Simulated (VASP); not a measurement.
# TiTe2 (P-1) in VASP: further runs

TiTe2 is run at these levels: PBE; tasks: single point.

All numbers are computed with VASP 6.6.1; they aren't measurements. Logs are shortened: lines on timing, memory, paths and dates and some standing lists are left out, and cuts for length are marked.

## (1) The cell of the first run

The typed cell holds 3 atoms: a = 3.780 Å, b = 3.778 Å, c = 6.503 Å, α = 87.85°, β = 94.30°, γ = 120.02°.

## (2) Single point, PBE (strain -0.0750 x Voigt [0, 0, 0, 0, 1, 0])

The input, INCAR:

```
SYSTEM = TiTe2
PREC = Accurate
ENCUT = 520
EDIFF = 1E-6
ISMEAR = 0
SIGMA = 0.15
LREAL = .FALSE.
LASPH = .TRUE.
NELM = 60
ALGO = Normal
ISIF = 2
LWAVE = .FALSE.
LCHARG = .FALSE.
GGA = PE
NBANDS = 19
```

The input, KPOINTS:

```
Automatic mesh
0
G
  12 12 8
  0 0 0
```

The input, POSCAR:

```
TiTe2
1.0
    3.7770008876      0.0000000000     -0.1416375333
   -1.8885004438      3.2709787188      0.0708187666
   -0.2436750000      0.0000000000      6.4980000000
Ti Te
1 2
Direct
    0.0000000000      0.0000000000      0.0000000000
    0.6666666667      0.3333333333      0.2628000000
    0.3333333333      0.6666666667      0.7372000000
```

Potentials or basis: VASP PAW PBE potentials, release 64 (Ti_sv, Te).

Started as:

```
$ cat potpaw_PBE.64/Ti_sv/POTCAR potpaw_PBE.64/Te/POTCAR > POTCAR
$ mpirun -np 1 vasp_std > vasp.out
```

OUTCAR:

```text
SYSTEM = TiTe2
   PREC = Accurate
   ENCUT = 520
   EDIFF = 1E-6
   ISMEAR = 0
   LREAL = .FALSE.
   LASPH = .TRUE.
   NELM = 60
   ISIF = 2
   GGA = PE

 ion  position               nearest neighbor table
   1  0.000  0.000  0.000-   2 2.68   3 2.68   2 2.77   3 2.77   2 2.86   3 2.86
   2  0.667  0.333  0.263-   1 2.68   1 2.77   1 2.86   3 3.66
   3  0.333  0.667  0.737-   1 2.68   1 2.77   1 2.86   2 3.66

  LATTYP: Found a base centered monoclinic cell.
 ALAT       =     3.7796556584
 B/A-ratio  =     1.7308342423
 C/A-ratio  =     1.7204126219
 COS(beta)  =    -0.0748946794

  Lattice vectors:

 A1 = (   1.8885004438,  -3.2709787188,  -0.0708187666)
 A2 = (   1.8885004438,   3.2709787188,  -0.0708187667)
 A3 = (  -0.2436750000,   0.0000000000,   6.4980000000)

Analysis of symmetry for initial positions (statically):
=====================================================================
 Subroutine PRICEL returns:
 Original cell was already a primitive cell.

 Routine SETGRP: Setting up the symmetry group for a
 base centered monoclinic supercell.

 Subroutine GETGRP returns: Found  2 space group operations
 (whereof  2 operations were pure point group operations)
 out of a pool of  4 trial point group operations.

The static configuration has the point symmetry S_2 .

Analysis of symmetry for dynamics (positions and initial velocities):
=====================================================================
 Subroutine PRICEL returns:
 Original cell was already a primitive cell.

 Routine SETGRP: Setting up the symmetry group for a
 base centered monoclinic supercell.

 Subroutine GETGRP returns: Found  2 space group operations
 (whereof  2 operations were pure point group operations)
 out of a pool of  4 trial point group operations.

The dynamic configuration has the point symmetry S_2 .

 Subroutine INISYM returns: Found  2 space group operations
 (whereof  2 operations are pure point group operations),
 and found     1 'primitive' translations

----------------------------------------------------------------------------------------

                                     Primitive cell

  volume of cell :      80.1666

  direct lattice vectors                    reciprocal lattice vectors
     3.777000888  0.000000000 -0.141637533     0.265133173  0.152859448  0.009942494
    -1.888500444  3.270978719  0.070818767     0.000000000  0.305718895  0.000000000
    -0.243675000  0.000000000  6.498000000     0.005779133  0.000000000  0.154110223

  length of vectors
     3.779655658  3.777664755  6.502567301     0.306203304  0.305718895  0.154218544

  position of ions in fractional coordinates (direct lattice)
     0.000000000  0.000000000  0.000000000
     0.666666667  0.333333333  0.262800000
     0.333333333  0.666666667  0.737200000

  ion indices of the primitive-cell ions
   primitive index   ion index
                 1           1
                 2           2
                 3           3

----------------------------------------------------------------------------------------

 KPOINTS: Automatic mesh

Automatic generation of k-mesh.
 Grid dimensions read from file:
 generate k-points for:   12   12    8

 Generating k-lattice:

  Cartesian coordinates                     Fractional coordinates (reciprocal lattice)
     0.022094431  0.012738287  0.000828541     0.083333333 -0.000000000 -0.000000000
     0.000000000  0.025476575  0.000000000     0.000000000  0.083333333  0.000000000
     0.000722392  0.000000000  0.019263778    -0.000000000  0.000000000  0.125000000

  Length of vectors
     0.025516942  0.025476575  0.019277318

  Shift w.r.t. Gamma in fractional coordinates (k-lattice)
     0.000000000  0.000000000  0.000000000

 Subroutine IBZKPT returns following result:
 ===========================================

 Found    580 irreducible k-points:

 Following reciprocal coordinates:
            Coordinates               Weight
  0.000000  0.000000  0.000000      1.000000
  0.083333  0.000000 -0.000000      2.000000
 -0.083333  0.083333  0.000000      2.000000
  0.166667  0.000000  0.000000      2.000000
 -0.166667  0.166667  0.000000      2.000000
  0.250000  0.000000  0.000000      2.000000
[... 16 lines left out ...]
  0.416667  0.083333  0.000000      2.000000
 -0.416667  0.500000 -0.000000      2.000000
 [... further k-points ...]
   k-points           NKPTS =    580   k-points in BZ     NKDIM =    580   number of bands    NBANDS=     19
   number of dos      NEDOS =    301   number of ions     NIONS =      3
   total plane-waves  NPLWV =  37632
   dimension x,y,z NGX =    28 NGY =   28 NGZ =   48
   dimension x,y,z NGXF=    56 NGYF=   56 NGZF=   96
   ions per type =               1   2
   NGX,Y,Z   is equivalent  to a cutoff of  12.32, 12.32, 12.27 a.u.
   NGXF,Y,Z  is equivalent  to a cutoff of  24.63, 24.64, 24.54 a.u.
 SYSTEM =  TiTe2
   PREC   = accura    normal or accurate (medium, high low for compatibility)
   ISTART =      0    job   : 0-new  1-cont  2-samecut
   ICHARG =      2    charge: 1-file 2-atom 10-const
   ISPIN  =      1    spin polarized calculation?
   LNONCOLLINEAR =      F non collinear calculations
   LSORBIT =      F    spin-orbit coupling
   LASPH  =      T    aspherical Exc in radial PAW
   ENCUT  =  520.0 eV  38.22 Ry    6.18 a.u.   7.03  7.02 12.09*2*pi/ulx,y,z
   NELM   =     60;   NELMIN=  2; NELMDL= -5     # of ELM steps
   EDIFF  = 0.1E-05   stopping-criterion for ELM
   LREAL  =      F    real-space projection
   EDIFFG = 0.1E-04   stopping-criterion for IOM
   NSW    =      0    number of steps for IOM
   IBRION =     -1    ionic relax: 0-MD 1-quasi-New 2-CG
   NFREE  =      0    steps in history (QN), initial steepest desc. (CG)
   ISIF   =      2    stress and relaxation
   ISYM   =      2    0-nonsym 1-usesym 2-fastsym
   POTIM  = 0.5000    time-step for ionic-motion
   TEBEG  =    0.0;   TEEND  =   0.0 temperature during run
   PSTRESS=    0.0 pullay stress
   NELECT =      24.0000    total number of electrons
   NUPDOWN=      -1.0000    fix difference up-down
   EMIN   =  10.00;   EMAX   =-10.00  energy-range for DOS
   EFERMI =   0.00;   METHOD = LEGACY
   ISMEAR =     0;   SIGMA  =   0.15  broadening in eV -4-tet -1-fermi 0-gaus
   EFERMI_NEDOS =   21; number of points for ismear=-14 and -15
   IALGO  =     38    algorithm
   IMIX   =      4    mixing-type and parameters
     AMIX     =   0.40;   BMIX     =  1.00
     AMIX_MAG =   1.60;   BMIX_MAG =  1.00
  volume/ion in A,a.u.               =      26.72       180.33
  Fermi-wavevector in a.u.,A,eV,Ry     =   1.095168  2.069568 16.318735  1.199393
  Thomas-Fermi vector in A             =   2.231487
   LORBIT       =      0    0 simple, 1 ext, 2 COOP (PROOUT), +10 PAW based schemes
   GGA     = PE    functional components
   LHFCALC =     F    Hartree Fock is set to
   AEXX    =    0.0000 exact exchange contribution
   IVDW    =     0    specifies the selected vdW correction
   LEPSILON=     F    determine dielectric tensor
   LRPA    =     F    only Hartree local field effects (RPA)
 non-spin polarized calculation
 Gauss-broadening in eV      SIGMA  =   0.15
  energy-cutoff  :      520.00
  volume of cell :       80.17
 maximum number of plane-waves:      2175
   NGX = 15   NGY = 13   NGZ = 25

 number of electron      23.9999997 magnetization

 Free energy of the ion-electron system (eV)
  ---------------------------------------------------
  ext. energy  EPLUGINS =         0.00000000
  ---------------------------------------------------
  free energy    TOTEN  =       -16.13012686 eV

  energy without entropy =      -16.11416907  energy(sigma->0) =      -16.12214797

 E-fermi :   6.8696     XC(G=0):  -9.8641

 val. band max:        6.8690216632   @ k =   0.3333  -0.3333  -0.3750
 cond. band min:       6.8707637450   @ k =   0.0000   0.0833   0.3750
 fundamental gap:      0.0017420818
 Fermi energy:         6.8696060604

 k-point     1 :       0.0000    0.0000    0.0000
  band No.  band energies     occupation
      1     -50.6291      2.00000
      2     -26.9025      2.00000
      3     -26.8814      2.00000
      4     -26.8454      2.00000
      5      -5.5803      2.00000
      6      -4.0538      2.00000
[... 11 lines left out ...]
     18      11.9462      0.00000
     19      12.8253      0.00000

 k-point     2 :       0.0833    0.0000   -0.0000
  band No.  band energies     occupation
      1     -50.6289      2.00000
      2     -26.9034      2.00000
      3     -26.8841      2.00000
      4     -26.8447      2.00000
      5      -5.5018      2.00000
      6      -4.0177      2.00000
[... 11 lines left out ...]
     18      12.4859      0.00000
     19      13.2634      0.00000

 k-point     3 :      -0.0833    0.0833    0.0000
  band No.  band energies     occupation
      1     -50.6289      2.00000
      2     -26.9050      2.00000
      3     -26.8821      2.00000
      4     -26.8449      2.00000
      5      -5.5043      2.00000
      6      -4.0134      2.00000
[... 11 lines left out ...]
     18      12.5047      0.00000
     19      13.1932      0.00000

 k-point     4 :       0.1667    0.0000    0.0000
  band No.  band energies     occupation
      1     -50.6283      2.00000
      2     -26.9062      2.00000
      3     -26.8909      2.00000
      4     -26.8429      2.00000
      5      -5.2730      2.00000
      6      -3.9167      2.00000
[... 11 lines left out ...]
     18      12.9474      0.00000
     19      13.8766      0.00000

 k-point     5 :      -0.1667    0.1667    0.0000
  band No.  band energies     occupation
      1     -50.6284      2.00000
      2     -26.9121      2.00000
      3     -26.8840      2.00000
      4     -26.8434      2.00000
      5      -5.2826      2.00000
      6      -3.9010      2.00000
[... 11 lines left out ...]
     18      12.9035      0.00000
     19      13.7085      0.00000
[... 334 lines left out ...]
      2     -26.9213      2.00000
      3     -26.9088      2.00000
      4     -26.8364      2.00000
      5      -4.2183      2.00000
      6      -3.5818      2.00000
[... 11 lines left out ...]
     18      12.4565      0.00000
     19      12.8707      0.00000

 k-point    22 :      -0.3333    0.4167    0.0000
  band No.  band energies     occupation
      1     -50.6266      2.00000
      2     -26.9354      2.00000
      3     -26.8912      2.00000
      4     -26.8381      2.00000
      5      -4.2559      2.00000
      6      -3.5373      2.00000
[... 11 lines left out ...]
     18      12.4617      0.00000
     19      12.8238      0.00000

 k-point    23 :       0.4167    0.0833    0.0000
  band No.  band energies     occupation
      1     -50.6260      2.00000
      2     -26.9271      2.00000
      3     -26.9095      2.00000
      4     -26.8352      2.00000
      5      -3.8570      2.00000
      6      -3.5857      2.00000
[... 11 lines left out ...]
     18      12.3840      0.00000
     19      12.8126      0.00000

 k-point    24 :      -0.4167    0.5000   -0.0000
  band No.  band energies     occupation
      1     -50.6262      2.00000
      2     -26.9400      2.00000
      3     -26.8928      2.00000
      4     -26.8370      2.00000
      5      -3.8821      2.00000
      6      -3.5672      2.00000
[... 11 lines left out ...]
     18      12.4150      0.00000
     19      12.6901      0.00000

 [... further k-points ...]
[... 5 lines left out ...]
  --------------------------------------------------------------------------------------
  -------------------------------------------------------------------------------------
  Total        0.6191440      0.4198585      1.0996482      0.7298117      0.2199001      2.1437612
  in kB       12.3739644      8.3911246     21.9771301     14.5857264      4.3948355     42.8443582
  external PRESSURE =      14.2474063 kB  Pullay stress =       0.0000000 kB

 VOLUME and BASIS-vectors are now :
 -----------------------------------------------------------------------------
  energy-cutoff  :      520.00
  volume of cell :       80.17
      direct lattice vectors                 reciprocal lattice vectors
     3.777000888  0.000000000 -0.141637533     0.265133173  0.152859448  0.009942494
    -1.888500444  3.270978719  0.070818767     0.000000000  0.305718895  0.000000000
    -0.243675000  0.000000000  6.498000000     0.005779133  0.000000000  0.154110223

 POSITION                                       TOTAL-FORCE (eV/Angst)
 -----------------------------------------------------------------------------------
      0.00000      0.00000      0.00000        -0.000000      0.000000      0.000000
      1.82446      1.09033      1.63686         0.510789      0.052531      0.119210
     -0.17964      2.18065      4.79033        -0.510789     -0.052531     -0.119210
 -----------------------------------------------------------------------------------
    total drift:                                0.000000     -0.000000      0.000000

  FREE ENERGIE OF THE ION-ELECTRON SYSTEM (eV)
  ---------------------------------------------------
  free  energy   TOTEN  =       -16.1301268570 eV

  energy  without entropy=      -16.1141690744  energy(sigma->0) =      -16.12214797
```

Run time: 14 min. Hardware: 1 thread of Intel Xeon 6975P-C, shared host; peak memory 0.88 GiB.

What came out:

```yaml
Free_energy: -16.1301 eV
Pressure: 1.4 GPa
Largest_force: 0.527 eV/Å
Band_gap_on_the_k_mesh: zero (band 12 reaches 7.30 eV, above the bottom of band 13 at 6.51 eV)
```

Forces in eV/Å, atoms in the order of the input:
```
Ti   0.000  0.000  0.000
Te   0.511  0.053  0.119
Te  -0.511 -0.053 -0.119
```

Stress tensor (GPa, compression positive):
```
1.24 1.46 4.28
1.46 0.84 0.44
4.28 0.44 2.20
```

Levels at points of the mesh, in eV from the Fermi level:
```tsv
k point	band 9	band 10	band 11	band 12	band 13	band 14	band 15	band 16
(0.00, 0.00, 0.00)	-1.64	0.28	0.35	0.43	0.56	1.00	1.06	2.94
(0.50, 0.00, 0.00)	-2.68	-2.47	-1.67	-1.16	-0.10	1.09	1.44	2.57
(0.50, 0.50, 0.00)	-2.69	-2.41	-1.91	-1.17	0.09	1.12	1.45	2.24
(0.00, 0.50, 0.00)	-2.78	-2.45	-1.78	-1.13	0.01	1.10	1.45	2.39
(0.00, 0.00, 0.50)	-1.71	-1.60	0.30	0.40	0.57	0.86	1.01	3.20
(0.50, 0.00, 0.50)	-2.24	-1.96	-1.37	-0.65	-0.36	1.09	1.39	2.51
(0.50, 0.50, 0.50)	-2.65	-2.19	-0.67	-0.62	-0.21	1.12	1.46	2.64
(0.00, 0.50, 0.50)	-2.43	-2.10	-0.99	-0.64	-0.27	1.10	1.43	2.53
```

Caveat: the cell differs from its parent crystal (strain -0.0750 x Voigt [0, 0, 0, 0, 1, 0]); spin-orbit coupling is left out, which moves the levels of the heavy elements.

(Continued in part 2 of 2.)
